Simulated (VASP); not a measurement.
Crystal: AlN.

```
Al N
1.0
     0.00000    2.18488    2.18488
     2.18488    0.00000    2.18488
     2.18488    2.18488    0.00000
Al N
1 1
Direct
  0.00000 0.00000 0.00000
  0.75000 0.75000 0.75000
```

Base run:

- Program: VASP 6.6.1
- Functional: PBE
- Potentials or basis: VASP PAW PBE potentials, release 64 (Al, N)
- Cutoff: 520 eV
- k mesh: 6 × 6 × 6
- Occupations: gaussian, width 0.01 eV
- Spin: no spin polarisation

Its results: band gap on the k mesh 3.32 eV, indirect (least direct gap 4.18 eV); pressure 4.3 GPa.

Problem. The run is repeated on the same cell with these changes: functional from PBE to HSE06. What comes out?

Solution. Band gap on the k mesh 4.55 eV, indirect (least direct gap 5.54 eV); pressure -0.8 GPa.

HSE06 gives the wider gap, since exact exchange removes part of the self-interaction.

Caveats: the PAW data sets were made with another functional, which shifts forces and pressure a little (some runs).

A k mesh can miss the band edges.
